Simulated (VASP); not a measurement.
# Cs (P6_3/mmc) in VASP: a series of runs, part 2 of 2

VASP 6.6.1. The steps go on from the part before.

### Step 3. Single point, PBEsol

INCAR reads:

```
SYSTEM = Cs
  PREC = Accurate
  ENCUT = 520
  EDIFF = 1E-6
  ISMEAR = -1
  SIGMA = 0.05
  LREAL = .FALSE.
  LASPH = .TRUE.
  NELM = 80
  ALGO = Normal
  ISIF = 2
  LWAVE = .FALSE.
  LCHARG = .FALSE.
  GGA = PS
  NBANDS = 16
```

KPOINTS reads:

```
Automatic mesh
0
G
  9 9 5
  0 0 0
```

POSCAR reads:

```
Cs
1.0
    4.8432005243      0.0000000000      0.0000000000
   -2.4216002622      4.1943346897      0.0000000000
    0.0000000000      0.0000000000      7.8915728695
Cs
2
Direct
    0.3333333333      0.6666666667      0.2500000000
    0.6666666667      0.3333333333      0.7500000000
```

Potentials or basis: VASP PAW PBE potentials, release 64 (Cs_sv).

On the command line:

```bash
$ cat potpaw_PBE.64/Cs_sv/POTCAR > POTCAR
$ mpirun -np 1 vasp_std > vasp.out
```

OUTCAR:

```text
SYSTEM = Cs
   PREC = Accurate
   ENCUT = 520
   EDIFF = 1E-6
   ISMEAR = -1
   LREAL = .FALSE.
   LASPH = .TRUE.
   NELM = 80
   ISIF = 2
   GGA = PS

 ion  position               nearest neighbor table
   1  0.333  0.667  0.250-
   2  0.667  0.333  0.750-

  LATTYP: Found a hexagonal cell.
 ALAT       =     4.8432005243
 C/A-ratio  =     1.6294127881

  Lattice vectors:

 A1 = (   4.8432005243,   0.0000000000,   0.0000000000)
 A2 = (  -2.4216002622,   4.1943346897,   0.0000000000)
 A3 = (   0.0000000000,   0.0000000000,   7.8915728695)

Analysis of symmetry for initial positions (statically):
=====================================================================
 Subroutine PRICEL returns:
 Original cell was already a primitive cell.

 Routine SETGRP: Setting up the symmetry group for a
 hexagonal supercell.

 Subroutine GETGRP returns: Found 24 space group operations
 (whereof 12 operations were pure point group operations)
 out of a pool of 24 trial point group operations.

The static configuration has the point symmetry D_3d.
 The point group associated with its full space group is D_6h.

Analysis of symmetry for dynamics (positions and initial velocities):
=====================================================================
 Subroutine PRICEL returns:
 Original cell was already a primitive cell.

 Routine SETGRP: Setting up the symmetry group for a
 hexagonal supercell.

 Subroutine GETGRP returns: Found 24 space group operations
 (whereof 12 operations were pure point group operations)
 out of a pool of 24 trial point group operations.

The dynamic configuration has the point symmetry D_3d.
 The point group associated with its full space group is D_6h.

 Subroutine INISYM returns: Found 24 space group operations
 (whereof 12 operations are pure point group operations),
 and found     1 'primitive' translations

----------------------------------------------------------------------------------------

                                     Primitive cell

  volume of cell :     160.3094

  direct lattice vectors                    reciprocal lattice vectors
     4.843200524  0.000000000  0.000000000     0.206475035  0.119208417  0.000000000
    -2.421600262  4.194334690  0.000000000     0.000000000  0.238416835  0.000000000
     0.000000000  0.000000000  7.891572870     0.000000000  0.000000000  0.126717451

  length of vectors
     4.843200524  4.843200524  7.891572870     0.238416835  0.238416835  0.126717451

  position of ions in fractional coordinates (direct lattice)
     0.333333333  0.666666667  0.250000000
     0.666666667  0.333333333  0.750000000

  ion indices of the primitive-cell ions
   primitive index   ion index
                 1           1
                 2           2

----------------------------------------------------------------------------------------

 KPOINTS: Automatic mesh

Automatic generation of k-mesh.
 Grid dimensions read from file:
 generate k-points for:    9    9    5

 Generating k-lattice:

  Cartesian coordinates                     Fractional coordinates (reciprocal lattice)
     0.022941671  0.013245380  0.000000000     0.111111111  0.000000000  0.000000000
     0.000000000  0.026490759  0.000000000     0.000000000  0.111111111  0.000000000
     0.000000000  0.000000000  0.025343490     0.000000000  0.000000000  0.200000000

  Length of vectors
     0.026490759  0.026490759  0.025343490

  Shift w.r.t. Gamma in fractional coordinates (k-lattice)
     0.000000000  0.000000000  0.000000000

 Subroutine IBZKPT returns following result:
 ===========================================

 Found     36 irreducible k-points:

 Following reciprocal coordinates:
            Coordinates               Weight
  0.000000  0.000000  0.000000      1.000000
  0.111111  0.000000  0.000000      6.000000
  0.222222  0.000000  0.000000      6.000000
  0.333333  0.000000  0.000000      6.000000
  0.444444  0.000000  0.000000      6.000000
  0.111111  0.111111  0.000000      6.000000
[... 16 lines left out ...]
  0.333333  0.222222  0.200000     24.000000
  0.333333  0.333333  0.200000      4.000000
 [... further k-points ...]
   k-points           NKPTS =     36   k-points in BZ     NKDIM =     36   number of bands    NBANDS=     16
   number of dos      NEDOS =    301   number of ions     NIONS =      2
   total plane-waves  NPLWV =  77760
   dimension x,y,z NGX =    36 NGY =   36 NGZ =   60
   dimension x,y,z NGXF=    72 NGYF=   72 NGZF=  120
   ions per type =               2
   NGX,Y,Z   is equivalent  to a cutoff of  12.36, 12.36, 12.64 a.u.
   NGXF,Y,Z  is equivalent  to a cutoff of  24.71, 24.71, 25.28 a.u.
 SYSTEM =  Cs
   PREC   = accura    normal or accurate (medium, high low for compatibility)
   ISTART =      0    job   : 0-new  1-cont  2-samecut
   ICHARG =      2    charge: 1-file 2-atom 10-const
   ISPIN  =      1    spin polarized calculation?
   LNONCOLLINEAR =      F non collinear calculations
   LSORBIT =      F    spin-orbit coupling
   LASPH  =      T    aspherical Exc in radial PAW
   ENCUT  =  520.0 eV  38.22 Ry    6.18 a.u.   9.01  9.01 14.67*2*pi/ulx,y,z
   NELM   =     80;   NELMIN=  2; NELMDL= -5     # of ELM steps
   EDIFF  = 0.1E-05   stopping-criterion for ELM
   LREAL  =      F    real-space projection
   EDIFFG = 0.1E-04   stopping-criterion for IOM
   NSW    =      0    number of steps for IOM
   IBRION =     -1    ionic relax: 0-MD 1-quasi-New 2-CG
   NFREE  =      0    steps in history (QN), initial steepest desc. (CG)
   ISIF   =      2    stress and relaxation
   ISYM   =      2    0-nonsym 1-usesym 2-fastsym
   POTIM  = 0.5000    time-step for ionic-motion
   TEBEG  =    0.0;   TEEND  =   0.0 temperature during run
   PSTRESS=    0.0 pullay stress
   NELECT =      18.0000    total number of electrons
   NUPDOWN=      -1.0000    fix difference up-down
   EMIN   =  10.00;   EMAX   =-10.00  energy-range for DOS
   EFERMI =   0.00;   METHOD = LEGACY
   ISMEAR =    -1;   SIGMA  =   0.05  broadening in eV -4-tet -1-fermi 0-gaus
   EFERMI_NEDOS =   21; number of points for ismear=-14 and -15
   IALGO  =     38    algorithm
   IMIX   =      4    mixing-type and parameters
     AMIX     =   0.40;   BMIX     =  1.00
     AMIX_MAG =   1.60;   BMIX_MAG =  1.00
  volume/ion in A,a.u.               =      80.15       540.91
  Fermi-wavevector in a.u.,A,eV,Ry     =   0.789792  1.492490  8.486921  0.623771
  Thomas-Fermi vector in A             =   1.895004
   LORBIT       =      0    0 simple, 1 ext, 2 COOP (PROOUT), +10 PAW based schemes
   GGA     = PS    functional components
   LHFCALC =     F    Hartree Fock is set to
   AEXX    =    0.0000 exact exchange contribution
   IVDW    =     0    specifies the selected vdW correction
   LEPSILON=     F    determine dielectric tensor
   LRPA    =     F    only Hartree local field effects (RPA)
 non-spin polarized calculation
  energy-cutoff  :      520.00
  volume of cell :      160.31
 maximum number of plane-waves:      4353
 NGX is ok and might be reduce to    36
   NGX = 17   NGY = 17   NGZ = 29

 number of electron      17.9999997 magnetization

 Free energy of the ion-electron system (eV)
  ---------------------------------------------------
  ext. energy  EPLUGINS =         0.00000000
  ---------------------------------------------------
  free energy    TOTEN  =        -1.75255218 eV

  energy without entropy =       -1.73284959  energy(sigma->0) =       -1.74270089

 E-fermi :   1.4104     XC(G=0):  -6.5143

 val. band max:        1.3974516857   @ k =   0.1111   0.0000   0.0000
 cond. band min:       1.4301048798   @ k =   0.4444   0.1111   0.2000
 fundamental gap:      0.0326531941
 Fermi energy:         1.4103683400

 k-point     1 :       0.0000    0.0000    0.0000
  band No.  band energies     occupation
      1     -22.2735      2.00000
      2     -22.2409      2.00000
      3      -9.3224      2.00000
      4      -8.9390      2.00000
      5      -8.9390      2.00000
      6      -8.8822      2.00000
[... 8 lines left out ...]
     15       4.4180      0.00000
     16       4.4180      0.00000
[... 419 lines left out ...]
 k-point    24 :       0.3333    0.3333    0.2000
  band No.  band energies     occupation
      1     -22.2333      2.00000
      2     -22.2333      2.00000
      3      -9.1983      2.00000
      4      -9.1864      2.00000
      5      -9.1864      2.00000
      6      -9.0882      2.00000
[... 8 lines left out ...]
     15       4.0679      0.00000
     16       5.5662      0.00000

 [... further k-points ...]

------------------------ aborting loop because EDIFF is reached ----------------------------------------

  FORCE on cell =-STRESS in cart. coord.  units (eV):
  Direction    XX          YY          ZZ          XY          YZ          ZX
  --------------------------------------------------------------------------------------
  -------------------------------------------------------------------------------------
  Total        0.9842279      0.9842279      0.9966006     -0.0000000     -0.0000000     -0.0000000
  in kB        9.8366489      9.8366489      9.9603043     -0.0000000     -0.0000000     -0.0000000
  external PRESSURE =       9.8778674 kB  Pullay stress =       0.0000000 kB

 VOLUME and BASIS-vectors are now :
 -----------------------------------------------------------------------------
  energy-cutoff  :      520.00
  volume of cell :      160.31
      direct lattice vectors                 reciprocal lattice vectors
     4.843200524  0.000000000  0.000000000     0.206475035  0.119208417  0.000000000
    -2.421600262  4.194334690  0.000000000     0.000000000  0.238416835  0.000000000
     0.000000000  0.000000000  7.891572870     0.000000000  0.000000000  0.126717451

 POSITION                                       TOTAL-FORCE (eV/Angst)
 -----------------------------------------------------------------------------------
     -0.00000      2.79622      1.97289        -0.000000      0.000000      0.000000
      2.42160      1.39811      5.91868         0.000000     -0.000000      0.000000
 -----------------------------------------------------------------------------------
    total drift:                               -0.000000      0.000000     -0.000000

  FREE ENERGIE OF THE ION-ELECTRON SYSTEM (eV)
  ---------------------------------------------------
  free  energy   TOTEN  =        -1.7525521832 eV

  energy  without entropy=       -1.7328495882  energy(sigma->0) =       -1.74270089
```

OSZICAR:

```text
N       E                     dE             d eps       ncg     rms          rms(c)
DAV:   1     0.128173419062E+03    0.12817E+03   -0.64118E+03  1152   0.853E+02
DAV:   2     0.122354852740E+02   -0.11594E+03   -0.11136E+03  1744   0.155E+02
DAV:   3    -0.154117195949E+01   -0.13777E+02   -0.13725E+02  1432   0.591E+01
DAV:   4    -0.175992535085E+01   -0.21875E+00   -0.21872E+00  1504   0.877E+00
DAV:   5    -0.176138128476E+01   -0.14559E-02   -0.14559E-02  1488   0.725E-01    0.301E-01
DAV:   6    -0.175474117026E+01    0.66401E-02   -0.67386E-03  1456   0.378E-01    0.173E-01
DAV:   7    -0.175240590718E+01    0.23353E-02   -0.83622E-03  1312   0.423E-01    0.731E-02
DAV:   8    -0.175254723282E+01   -0.14133E-03   -0.24646E-04  1552   0.973E-02    0.815E-03
DAV:   9    -0.175255292783E+01   -0.56950E-05   -0.35205E-06  1272   0.128E-02    0.486E-03
DAV:  10    -0.175255218320E+01    0.74463E-06   -0.94457E-07  1224   0.565E-03
   1 F= -.17525522E+01 E0= -.17427009E+01  d E =-.197026E-01
```

stdout:

```text
POSCAR found type information on POSCAR Cs
 POSCAR found :  1 types and       2 ions
 scaLAPACK will be used
 -----------------------------------------------------------------------------
|                                                                             |
|                                                                             |
|     You enforced a specific xc type in the INCAR file but a different       |
|     I HOPE YOU KNOW WHAT YOU ARE DOING!                                     |
|                                                                             |
 -----------------------------------------------------------------------------

 LDA part: xc-table for (Slater+PW92), standard interpolation
 POSCAR, INCAR and KPOINTS ok, starting setup
 FFT: planning ... GRIDC
 FFT: planning ... GRID_SOFT
 FFT: planning ... GRID
 WAVECAR not read
 entering main loop
```

It took 26 s on 1 thread of AMD EPYC 9R45 (Zen 5), shared host; peak memory 0.25 GiB.

Results:

```yaml
Free_energy: -1.7526 eV
Pressure: 1.0 GPa
Band_gap_on_the_k_mesh: zero (band 9 reaches 2.19 eV, above the bottom of band 10 at 0.54 eV)
```

Caveat: the PAW data sets were made with another functional, which shifts forces and pressure a little; spin-orbit coupling is left out, which moves the levels of the heavy elements.
